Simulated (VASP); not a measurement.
# GaGe (F-43m) in VASP: further runs

Runs on GaGe. Level: PBEsol. Tasks: single point.

All numbers are computed with VASP 6.6.1; they aren't measurements. Logs are shortened: lines on timing, memory, paths and dates and some standing lists are left out, and cuts for length are marked.

### Step 1. The cell of the first run

It takes space group F-43m (No. 216, cubic). The conventional cell has a = 5.580 Å, b = 5.580 Å, c = 5.580 Å, α = 90.00°, β = 90.00°, γ = 90.00°. Within 3.2 Å of Ga (site symmetry -43m) lie 4 Ge at 2.42 Å. Ge (site symmetry -43m) has 4 Ga at 2.42 Å within 3.2 Å.

### Step 2. Single point, PBEsol (strained)

INCAR

```
PREC     = Accurate       # precision mode
ENCUT    = 520            # plane-wave cutoff, eV
EDIFF    = 1E-7           # SCF threshold, eV
ISMEAR   = 0              # smearing method
SIGMA    = 0.1            # smearing width, eV
LREAL    = False          # projectors in reciprocal space
LASPH    = True           # aspherical terms in the spheres
NELM     = 80             # most SCF steps
ALGO     = Normal         # electronic algorithm
ISIF     = 2              # what is computed and relaxed
LWAVE    = False          # write WAVECAR
LCHARG   = False          # write CHGCAR
GGA      = PS             # functional
NBANDS   = 20             # bands
```

KPOINTS

```
Automatic mesh
0
Gamma
  12 12 12
```

POSCAR

```
GaGe
1.0
    0.0000000000      2.7901601170      2.7901601170
    2.7901601170      0.0000000000      2.7901601170
    2.7901601170      2.7901601170      0.0000000000
Ga Ge
1 1
Direct
    0.7500000000      0.7500000000      0.7500000000
    0.0000000000      0.0000000000      0.0000000000
```

Potentials or basis: VASP PAW PBE potentials, release 64 (Ga_d, Ge_d).

Run with:

```
> cat potpaw_PBE.64/Ga_d/POTCAR potpaw_PBE.64/Ge_d/POTCAR > POTCAR
> mpirun -np 1 vasp_std > vasp.out
```

OUTCAR:

```text
PREC = Accurate
   ENCUT = 520
   EDIFF = 1E-7
   ISMEAR = 0
   LREAL = False
   LASPH = True
   NELM = 80
   ISIF = 2
   GGA = PS

 ion  position               nearest neighbor table
   1  0.750  0.750  0.750-   2 2.42   2 2.42   2 2.42   2 2.42
   2  0.000  0.000  0.000-   1 2.42   1 2.42   1 2.42   1 2.42

  LATTYP: Found a face centered cubic cell.
 ALAT       =     5.5803202340

  Lattice vectors:

 A1 = (   0.0000000000,   2.7901601170,   2.7901601170)
 A2 = (   2.7901601170,   0.0000000000,   2.7901601170)
 A3 = (   2.7901601170,   2.7901601170,   0.0000000000)

Analysis of symmetry for initial positions (statically):
=====================================================================
 Subroutine PRICEL returns:
 Original cell was already a primitive cell.

 Routine SETGRP: Setting up the symmetry group for a
 face centered cubic supercell.

 Subroutine GETGRP returns: Found 24 space group operations
 (whereof 24 operations were pure point group operations)
 out of a pool of 48 trial point group operations.

The static configuration has the point symmetry T_d .

Analysis of symmetry for dynamics (positions and initial velocities):
=====================================================================
 Subroutine PRICEL returns:
 Original cell was already a primitive cell.

 Routine SETGRP: Setting up the symmetry group for a
 face centered cubic supercell.

 Subroutine GETGRP returns: Found 24 space group operations
 (whereof 24 operations were pure point group operations)
 out of a pool of 48 trial point group operations.

The dynamic configuration has the point symmetry T_d .

 Subroutine INISYM returns: Found 24 space group operations
 (whereof 24 operations are pure point group operations),
 and found     1 'primitive' translations

----------------------------------------------------------------------------------------

                                     Primitive cell

  volume of cell :      43.4428

  direct lattice vectors                    reciprocal lattice vectors
     0.000000000  2.790160117  2.790160117    -0.179201185  0.179201185  0.179201185
     2.790160117  0.000000000  2.790160117     0.179201185 -0.179201185  0.179201185
     2.790160117  2.790160117  0.000000000     0.179201185  0.179201185 -0.179201185

  length of vectors
     3.945882279  3.945882279  3.945882279     0.310385558  0.310385558  0.310385558

  position of ions in fractional coordinates (direct lattice)
     0.750000000  0.750000000  0.750000000
     0.000000000  0.000000000  0.000000000

  ion indices of the primitive-cell ions
   primitive index   ion index
                 1           1
                 2           2

----------------------------------------------------------------------------------------

 KPOINTS: Automatic mesh

Automatic generation of k-mesh.
 Grid dimensions read from file:
 generate k-points for:   12   12   12

 Generating k-lattice:

  Cartesian coordinates                     Fractional coordinates (reciprocal lattice)
    -0.014933432  0.014933432  0.014933432     0.083333333  0.000000000  0.000000000
     0.014933432 -0.014933432  0.014933432     0.000000000  0.083333333  0.000000000
     0.014933432  0.014933432 -0.014933432     0.000000000  0.000000000  0.083333333

  Length of vectors
     0.025865463  0.025865463  0.025865463

  Shift w.r.t. Gamma in fractional coordinates (k-lattice)
     0.000000000  0.000000000  0.000000000

 Subroutine IBZKPT returns following result:
 ===========================================

 Found     72 irreducible k-points:

 Following reciprocal coordinates:
            Coordinates               Weight
  0.000000  0.000000  0.000000      1.000000
  0.083333  0.000000  0.000000      8.000000
  0.166667  0.000000  0.000000      8.000000
  0.250000  0.000000  0.000000      8.000000
  0.333333  0.000000  0.000000      8.000000
  0.416667  0.000000  0.000000      8.000000
[... 16 lines left out ...]
  0.500000  0.166667  0.000000     24.000000
 -0.416667  0.166667  0.000000     24.000000
 [... further k-points ...]
   k-points           NKPTS =     72   k-points in BZ     NKDIM =     72   number of bands    NBANDS=     20
   number of dos      NEDOS =    301   number of ions     NIONS =      2
   total plane-waves  NPLWV =  27000
   dimension x,y,z NGX =    30 NGY =   30 NGZ =   30
   dimension x,y,z NGXF=    60 NGYF=   60 NGZF=   60
   ions per type =               1   1
   NGX,Y,Z   is equivalent  to a cutoff of  12.64, 12.64, 12.64 a.u.
   NGXF,Y,Z  is equivalent  to a cutoff of  25.28, 25.28, 25.28 a.u.
 SYSTEM =  unknown system
   PREC   = accura    normal or accurate (medium, high low for compatibility)
   ISTART =      0    job   : 0-new  1-cont  2-samecut
   ICHARG =      2    charge: 1-file 2-atom 10-const
   ISPIN  =      1    spin polarized calculation?
   LNONCOLLINEAR =      F non collinear calculations
   LSORBIT =      F    spin-orbit coupling
   LASPH  =      T    aspherical Exc in radial PAW
   ENCUT  =  520.0 eV  38.22 Ry    6.18 a.u.   7.34  7.34  7.34*2*pi/ulx,y,z
   NELM   =     80;   NELMIN=  2; NELMDL= -5     # of ELM steps
   EDIFF  = 0.1E-06   stopping-criterion for ELM
   LREAL  =      F    real-space projection
   EDIFFG = 0.1E-05   stopping-criterion for IOM
   NSW    =      0    number of steps for IOM
   IBRION =     -1    ionic relax: 0-MD 1-quasi-New 2-CG
   NFREE  =      0    steps in history (QN), initial steepest desc. (CG)
   ISIF   =      2    stress and relaxation
   ISYM   =      2    0-nonsym 1-usesym 2-fastsym
   POTIM  = 0.5000    time-step for ionic-motion
   TEBEG  =    0.0;   TEEND  =   0.0 temperature during run
   PSTRESS=    0.0 pullay stress
   NELECT =      27.0000    total number of electrons
   NUPDOWN=      -1.0000    fix difference up-down
   EMIN   =  10.00;   EMAX   =-10.00  energy-range for DOS
   EFERMI =   0.00;   METHOD = LEGACY
   ISMEAR =     0;   SIGMA  =   0.10  broadening in eV -4-tet -1-fermi 0-gaus
   EFERMI_NEDOS =   21; number of points for ismear=-14 and -15
   IALGO  =     38    algorithm
   IMIX   =      4    mixing-type and parameters
     AMIX     =   0.40;   BMIX     =  1.00
     AMIX_MAG =   1.60;   BMIX_MAG =  1.00
  volume/ion in A,a.u.               =      21.72       146.58
  Fermi-wavevector in a.u.,A,eV,Ry     =   1.397088  2.640113 26.556581  1.951854
  Thomas-Fermi vector in A             =   2.520378
   LORBIT       =      0    0 simple, 1 ext, 2 COOP (PROOUT), +10 PAW based schemes
   GGA     = PS    functional components
   LHFCALC =     F    Hartree Fock is set to
   AEXX    =    0.0000 exact exchange contribution
   IVDW    =     0    specifies the selected vdW correction
   LEPSILON=     F    determine dielectric tensor
   LRPA    =     F    only Hartree local field effects (RPA)
 non-spin polarized calculation
 Gauss-broadening in eV      SIGMA  =   0.10
  energy-cutoff  :      520.00
  volume of cell :       43.44
 maximum number of plane-waves:      1211
 NGX is ok and might be reduce to    30
   NGX = 15   NGY = 15   NGZ = 15

 number of electron      27.0000024 magnetization

 Free energy of the ion-electron system (eV)
  ---------------------------------------------------
  ext. energy  EPLUGINS =         0.00000000
  ---------------------------------------------------
  free energy    TOTEN  =        -7.87637258 eV

  energy without entropy =       -7.86905336  energy(sigma->0) =       -7.87271297

 E-fermi :   3.7667     XC(G=0): -10.2704

 val. band max:        3.7596604299   @ k =   0.4167   0.0833   0.0000
 cond. band min:       3.7811505331   @ k =   0.3333   0.2500   0.0833
 fundamental gap:      0.0214901032
 Fermi energy:         3.7666589286

 k-point     1 :       0.0000    0.0000    0.0000
  band No.  band energies     occupation
      1     -20.0782      2.00000
      2     -20.0782      2.00000
      3     -20.0782      2.00000
      4     -20.0501      2.00000
      5     -20.0501      2.00000
      6     -10.5856      2.00000
[... 12 lines left out ...]
     19      11.8711      0.00000
     20      15.1175      0.00000

 k-point     2 :       0.0833    0.0000    0.0000
  band No.  band energies     occupation
      1     -20.0782      2.00000
      2     -20.0779      2.00000
      3     -20.0779      2.00000
      4     -20.0501      2.00000
      5     -20.0501      2.00000
      6     -10.5886      2.00000
[... 12 lines left out ...]
     19      12.4001      0.00000
     20      14.3510      0.00000

 k-point     3 :       0.1667    0.0000    0.0000
  band No.  band energies     occupation
      1     -20.0781      2.00000
      2     -20.0771      2.00000
      3     -20.0771      2.00000
      4     -20.0498      2.00000
      5     -20.0498      2.00000
      6     -10.5966      2.00000
[... 12 lines left out ...]
     19      13.3421      0.00000
     20      13.7239      0.00000

 k-point     4 :       0.2500    0.0000    0.0000
  band No.  band energies     occupation
      1     -20.0781      2.00000
      2     -20.0762      2.00000
      3     -20.0762      2.00000
      4     -20.0495      2.00000
      5     -20.0495      2.00000
      6     -10.6076      2.00000
[... 12 lines left out ...]
     19      13.2438      0.00000
     20      13.7441      0.00000

 k-point     5 :       0.3333    0.0000    0.0000
  band No.  band energies     occupation
      1     -20.0781      2.00000
      2     -20.0753      2.00000
      3     -20.0753      2.00000
      4     -20.0491      2.00000
      5     -20.0491      2.00000
      6     -10.6184      2.00000
[... 12 lines left out ...]
     19      13.5909      0.00000
     20      14.5059      0.00000
[... 353 lines left out ...]
      6     -10.6233      2.00000
[... 12 lines left out ...]
     19      14.4179      0.00000
     20      15.2964      0.00000

 k-point    22 :       0.4167    0.1667    0.0000
  band No.  band energies     occupation
      1     -20.0791      2.00000
      2     -20.0742      2.00000
      3     -20.0734      2.00000
      4     -20.0505      2.00000
      5     -20.0474      2.00000
      6     -10.6294      2.00000
[... 12 lines left out ...]
     19      14.7787      0.00000
     20      16.2998      0.00000

 k-point    23 :       0.5000    0.1667    0.0000
  band No.  band energies     occupation
      1     -20.0783      2.00000
      2     -20.0744      2.00000
      3     -20.0731      2.00000
      4     -20.0498      2.00000
      5     -20.0476      2.00000
      6     -10.6325      2.00000
[... 12 lines left out ...]
     19      14.6259      0.00000
     20      16.7788      0.00000

 k-point    24 :      -0.4167    0.1667    0.0000
  band No.  band energies     occupation
      1     -20.0776      2.00000
      2     -20.0747      2.00000
      3     -20.0734      2.00000
      4     -20.0492      2.00000
      5     -20.0482      2.00000
      6     -10.6319      2.00000
[... 12 lines left out ...]
     19      14.4185      0.00000
     20      15.3135      0.00000

 [... further k-points ...]

------------------------ aborting loop because EDIFF is reached ----------------------------------------

  FORCE on cell =-STRESS in cart. coord.  units (eV):
  Direction    XX          YY          ZZ          XY          YZ          ZX
  --------------------------------------------------------------------------------------
  -------------------------------------------------------------------------------------
  Total        1.1332774      1.1332774      1.1332774      0.0000000      0.0000000     -0.0000000
  in kB       41.7954930     41.7954930     41.7954930      0.0000000      0.0000000     -0.0000000
  external PRESSURE =      41.7954930 kB  Pullay stress =       0.0000000 kB

 VOLUME and BASIS-vectors are now :
 -----------------------------------------------------------------------------
  energy-cutoff  :      520.00
  volume of cell :       43.44
      direct lattice vectors                 reciprocal lattice vectors
     0.000000000  2.790160117  2.790160117    -0.179201185  0.179201185  0.179201185
     2.790160117  0.000000000  2.790160117     0.179201185 -0.179201185  0.179201185
     2.790160117  2.790160117  0.000000000     0.179201185  0.179201185 -0.179201185

 POSITION                                       TOTAL-FORCE (eV/Angst)
 -----------------------------------------------------------------------------------
      4.18524      4.18524      4.18524        -0.000000      0.000000     -0.000000
      0.00000      0.00000      0.00000         0.000000     -0.000000      0.000000
 -----------------------------------------------------------------------------------
    total drift:                               -0.000002     -0.000002     -0.000001

  FREE ENERGIE OF THE ION-ELECTRON SYSTEM (eV)
  ---------------------------------------------------
  free  energy   TOTEN  =        -7.8763725834 eV

  energy  without entropy=       -7.8690533646  energy(sigma->0) =       -7.87271297
```

Run time: 73 s. Hardware: 1 thread of Intel Xeon 8259CL, shared host; peak memory 0.21 GiB.

Results:

| Quantity | Value |
| --- | --- |
| Free energy | -7.8764 eV |
| Pressure | 4.2 GPa |
| Band gap on the k mesh | zero (an odd number of electrons rules out a gap without spin polarisation) |

Levels at points of the mesh, in eV from the Fermi level:
```tsv
k point	band 12	band 13	band 14	band 15	band 16	band 17
(0.00, 0.00, 0.00)	1.97	1.97	1.97	3.22	4.64	4.64
(0.50, 0.00, 0.00)	-5.75	0.48	0.48	2.63	5.62	5.62
(0.50, 0.50, 0.00)	-6.08	-1.40	-1.40	2.33	2.51	12.17
```

Caveat: the cell differs from its parent crystal (strained); the cell stands under pressure; the PAW data sets were made with another functional, which shifts forces and pressure a little.

[end of part 1 of 2]

The gap in the log of VASP goes by the Fermi energy; the results here count the filled bands.